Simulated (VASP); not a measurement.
# Al3Cu (Pm-3m) in VASP: single point with r2SCAN

Aim: the single point of Al3Cu with r2SCAN.

Program: VASP 6.6.1. These are calculated values, not measurements. Logs are shortened: lines on timing, memory, paths and dates and some standing lists are left out, and cuts for length are marked.

## (1) The cell of the first run

It takes space group Pm-3m (No. 221, cubic). The conventional cell has a = 3.924 Å, b = 3.924 Å, c = 3.924 Å, α = 90.00°, β = 90.00°, γ = 90.00°. Within 3.7 Å of Al (site symmetry 4/mmm) lie 8 Al at 2.77 Å and 4 Cu at 2.77 Å. Within 3.7 Å of Cu (site symmetry m-3m) lie 12 Al at 2.77 Å.

## (2) Single point, r2SCAN

The input, POSCAR:

```
Al3Cu
1.0
    3.9241510000      0.0000000000      0.0000000000
    0.0000000000      3.9241510000      0.0000000000
    0.0000000000      0.0000000000      3.9241510000
Al Cu
3 1
Direct
    0.0000000000      0.5000000000      0.5000000000
    0.5000000000      0.0000000000      0.5000000000
    0.5000000000      0.5000000000      0.0000000000
    0.0000000000      0.0000000000      0.0000000000
```

The input, INCAR.step1:

```
SYSTEM = Al3Cu
PREC = Accurate ; ENCUT = 520
ISMEAR = 0 ; SIGMA = 0.1
LREAL = .FALSE. ; LASPH = .TRUE.
NELM = 60 ; NBANDS = 18
GGA = PE ; ALGO = Normal
EDIFF = 1E-4 ; LWAVE = .TRUE.
LCHARG = .FALSE.
```

The input, INCAR.step2:

```
SYSTEM = Al3Cu
PREC = Accurate ; ENCUT = 520
EDIFF = 1E-6 ; ISMEAR = 0
SIGMA = 0.1 ; LREAL = .FALSE.
LASPH = .TRUE. ; NELM = 60
ALGO = Normal ; ISIF = 2
LWAVE = .FALSE. ; LCHARG = .FALSE.
METAGGA = R2SCAN ; LMIXTAU = .TRUE.
NBANDS = 18 ; ISTART = 1
```

The input, KPOINTS:

```
regular mesh
0
G
  18 18 18
  0 0 0
```

Potentials or basis: VASP PAW PBE potentials, release 64 (Al, Cu).

Command:

```
cat potpaw_PBE.64/Al/POTCAR potpaw_PBE.64/Cu/POTCAR > POTCAR
cp INCAR.step1 INCAR
mpirun -np 1 vasp_std > vasp.out
cp INCAR.step2 INCAR
mpirun -np 1 vasp_std > vasp.out
```

OUTCAR:

```text
SYSTEM = Al3Cu
   PREC = Accurate
   ENCUT = 520
   EDIFF = 1E-6
   ISMEAR = 0
   LREAL = .FALSE.
   LASPH = .TRUE.
   NELM = 60
   ISIF = 2
   METAGGA = R2SCAN
   ISTART = 1

 ion  position               nearest neighbor table
   1  0.000  0.500  0.500-   2 2.77   3 2.77   4 2.77   3 2.77   4 2.77   2 2.77   4 2.77   4 2.77
                             2 2.77   3 2.77   3 2.77   2 2.77
   2  0.500  0.000  0.500-   1 2.77   3 2.77   4 2.77   3 2.77   4 2.77   1 2.77   3 2.77   3 2.77
                             1 2.77   4 2.77   4 2.77   1 2.77
   3  0.500  0.500  0.000-   1 2.77   2 2.77   4 2.77   1 2.77   2 2.77   2 2.77   4 2.77   2 2.77
                             1 2.77   4 2.77   1 2.77   4 2.77
   4  0.000  0.000  0.000-   1 2.77   2 2.77   3 2.77   1 2.77   2 2.77   1 2.77   3 2.77   1 2.77
                             2 2.77   3 2.77   2 2.77   3 2.77

  LATTYP: Found a simple cubic cell.
 ALAT       =     3.9241510000

  Lattice vectors:

 A1 = (   3.9241510000,   0.0000000000,   0.0000000000)
 A2 = (   0.0000000000,   3.9241510000,   0.0000000000)
 A3 = (   0.0000000000,   0.0000000000,   3.9241510000)

Analysis of symmetry for initial positions (statically):
=====================================================================
 Subroutine PRICEL returns:
 Original cell was already a primitive cell.

 Routine SETGRP: Setting up the symmetry group for a
 simple cubic supercell.

 Subroutine GETGRP returns: Found 48 space group operations
 (whereof 48 operations were pure point group operations)
 out of a pool of 48 trial point group operations.

The static configuration has the point symmetry O_h .

Analysis of symmetry for dynamics (positions and initial velocities):
=====================================================================
 Subroutine PRICEL returns:
 Original cell was already a primitive cell.

 Routine SETGRP: Setting up the symmetry group for a
 simple cubic supercell.

 Subroutine GETGRP returns: Found 48 space group operations
 (whereof 48 operations were pure point group operations)
 out of a pool of 48 trial point group operations.

The dynamic configuration has the point symmetry O_h .

 Subroutine INISYM returns: Found 48 space group operations
 (whereof 48 operations are pure point group operations),
 and found     1 'primitive' translations

----------------------------------------------------------------------------------------

                                     Primitive cell

[... 95 lines left out ...]
   LREAL  =      F    real-space projection
   EDIFFG = 0.1E-04   stopping-criterion for IOM
   NSW    =      0    number of steps for IOM
   IBRION =     -1    ionic relax: 0-MD 1-quasi-New 2-CG
   NFREE  =      0    steps in history (QN), initial steepest desc. (CG)
   ISIF   =      2    stress and relaxation
   ISYM   =      2    0-nonsym 1-usesym 2-fastsym
   POTIM  = 0.5000    time-step for ionic-motion
   TEBEG  =    0.0;   TEEND  =   0.0 temperature during run
   PSTRESS=    0.0 pullay stress
   NELECT =      20.0000    total number of electrons
   NUPDOWN=      -1.0000    fix difference up-down
   EMIN   =  10.00;   EMAX   =-10.00  energy-range for DOS
   EFERMI =   0.00;   METHOD = LEGACY
   ISMEAR =     0;   SIGMA  =   0.10  broadening in eV -4-tet -1-fermi 0-gaus
   EFERMI_NEDOS =   21; number of points for ismear=-14 and -15
   IALGO  =     38    algorithm
   IMIX   =      4    mixing-type and parameters
     AMIX     =   0.40;   BMIX     =  1.00
     AMIX_MAG =   1.60;   BMIX_MAG =  1.00
  volume/ion in A,a.u.               =      15.11       101.95
  Fermi-wavevector in a.u.,A,eV,Ry     =   1.132415  2.139955 17.447632  1.282365
  Thomas-Fermi vector in A             =   2.269116
   LORBIT       =      0    0 simple, 1 ext, 2 COOP (PROOUT), +10 PAW based schemes
   METAGGA = R2SCAN    functional components
   LHFCALC =     F    Hartree Fock is set to
   AEXX    =    0.0000 exact exchange contribution
   IVDW    =     0    specifies the selected vdW correction
   LEPSILON=     F    determine dielectric tensor
   LRPA    =     F    only Hartree local field effects (RPA)
 non-spin polarized calculation
 Gauss-broadening in eV      SIGMA  =   0.10
  energy-cutoff  :      520.00
  volume of cell :       60.43
 maximum number of plane-waves:      1647
 NGX is ok and might be reduce to    30
   NGX = 15   NGY = 15   NGZ = 15

 number of electron      20.0000021 magnetization

 Free energy of the ion-electron system (eV)
  ---------------------------------------------------
  ext. energy  EPLUGINS =         0.00000000
  ---------------------------------------------------
  free energy    TOTEN  =       -31.14972103 eV

  energy without entropy =      -31.14209063  energy(sigma->0) =      -31.14590583

 E-fermi :   8.1931     XC(G=0): -11.5388

 val. band max:        8.1919627931   @ k =   0.5000   0.3333   0.3333
 cond. band min:       8.1981805949   @ k =   0.5000   0.0556   0.0556
 fundamental gap:      0.0062178018
 Fermi energy:         8.1931126132

 k-point     1 :       0.0000    0.0000    0.0000
  band No.  band energies     occupation
      1      -3.5710      2.00000
      2       3.7729      2.00000
      3       3.7729      2.00000
      4       4.5119      2.00000
      5       4.5119      2.00000
      6       4.5119      2.00000
[... 481 lines left out ...]
      5       4.1780      2.00000
      6       4.4976      2.00000
[... 10 lines left out ...]
     17      14.5774      0.00000
     18      16.0443      0.00000

 [... further k-points ...]

------------------------ aborting loop because EDIFF is reached ----------------------------------------

  FORCE on cell =-STRESS in cart. coord.  units (eV):
  Direction    XX          YY          ZZ          XY          YZ          ZX
  --------------------------------------------------------------------------------------
  -------------------------------------------------------------------------------------
  Total       -1.0772812     -1.0772812     -1.0772812     -0.0000000      0.0000000      0.0000000
  in kB      -28.5629151    -28.5629151    -28.5629151     -0.0000000      0.0000000      0.0000000
  external PRESSURE =     -28.5629151 kB  Pullay stress =       0.0000000 kB

 VOLUME and BASIS-vectors are now :
 -----------------------------------------------------------------------------
  energy-cutoff  :      520.00
  volume of cell :       60.43
      direct lattice vectors                 reciprocal lattice vectors
     3.924151000  0.000000000  0.000000000     0.254832192  0.000000000  0.000000000
     0.000000000  3.924151000  0.000000000     0.000000000  0.254832192  0.000000000
     0.000000000  0.000000000  3.924151000     0.000000000  0.000000000  0.254832192

 POSITION                                       TOTAL-FORCE (eV/Angst)
 -----------------------------------------------------------------------------------
      0.00000      1.96208      1.96208         0.000000      0.000000      0.000000
      1.96208      0.00000      1.96208         0.000000      0.000000      0.000000
      1.96208      1.96208      0.00000         0.000000      0.000000      0.000000
      0.00000      0.00000      0.00000         0.000000      0.000000      0.000000
 -----------------------------------------------------------------------------------
    total drift:                                0.000000     -0.000000      0.000000

  FREE ENERGIE OF THE ION-ELECTRON SYSTEM (eV)
  ---------------------------------------------------
  free  energy   TOTEN  =       -31.1497210273 eV

  energy  without entropy=      -31.1420906260  energy(sigma->0) =      -31.14590583
```

OUTCAR.step1:

```text
SYSTEM = Al3Cu
   PREC = Accurate
   ENCUT = 520
   ISMEAR = 0
   LREAL = .FALSE.
   LASPH = .TRUE.
[... 737 lines left out ...]
      1.96208      0.00000      1.96208         0.000000      0.000000      0.000000
      1.96208      1.96208      0.00000         0.000000      0.000000      0.000000
      0.00000      0.00000      0.00000         0.000000      0.000000      0.000000
 -----------------------------------------------------------------------------------
    total drift:                                0.000000     -0.000000      0.000000

  FREE ENERGIE OF THE ION-ELECTRON SYSTEM (eV)
  ---------------------------------------------------
  free  energy   TOTEN  =       -15.1251250268 eV

  energy  without entropy=      -15.1172652963  energy(sigma->0) =      -15.12119516
```

Run time: 14 min. Hardware: 1 thread of Intel Xeon 6975P-C (Granite Rapids), shared host; peak memory 0.34 GiB.

Results:

* Free energy: -31.1497 eV
* Pressure: -2.9 GPa
* Band gap on the k mesh: zero (bands 10 and 11 overlap by 4.22 eV)

Levels at points of the mesh, in eV from the Fermi level:
```tsv
k point	band 7	band 8	band 9	band 10	band 11	band 12	band 13	band 14
(0.00, 0.00, 0.00)	-2.57	-2.57	-2.57	-0.59	0.57	0.57	6.82	6.82
(0.50, 0.00, 0.00)	-3.47	0.24	0.24	0.30	0.30	0.69	2.31	2.36
(0.50, 0.50, 0.00)	-3.47	-3.39	-3.16	1.38	3.07	3.07	3.47	4.02
(0.50, 0.50, 0.50)	-4.25	-3.46	-3.46	-2.47	-1.93	-1.93	-1.93	12.79
```

Caveat: the PAW data sets were made with another functional, which shifts forces and pressure a little.
